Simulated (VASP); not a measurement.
Input of a VASP 6.6.1 run:

The input INCAR:

```
SYSTEM = V
PREC = Accurate ; ENCUT = 520
EDIFF = 1E-6 ; ISMEAR = -1
SIGMA = 0.1 ; LREAL = .False.
LASPH = .True. ; NELM = 150
ALGO = Normal ; ISIF = 2
LWAVE = .False. ; LCHARG = .False.
ISPIN = 2 ; MAGMOM = 1.5
LORBIT = 11 ; LMAXMIX = 4
GGA = PS ; NBANDS = 16
```

File KPOINTS:

```
Automatic mesh
0
Gamma
  21 21 21
  0 0 0
```

File POSCAR:

```
V
1.0
    2.5635355075     -0.0000000142     -0.0000000246
   -0.8545118225      2.4169244596     -0.0000000246
   -0.8545118225     -1.2084621943      2.0931180015
V
1
Direct
    0.0000000000      0.0000000000      0.0000000000
```

Potentials or basis: VASP PAW PBE potentials, release 64 (V_sv).

Launch:

```sh
$ cat potpaw_PBE.64/V_sv/POTCAR > POTCAR
$ mpirun -np 1 vasp_std > vasp.out
```

Problem. What does it give for the net moment?

Solution. 0.00 μB per cell.

Problem. Predict the pressure.

Solution. 0.2 GPa.

Caveat: the PAW data sets were made with another functional, which shifts forces and pressure a little.
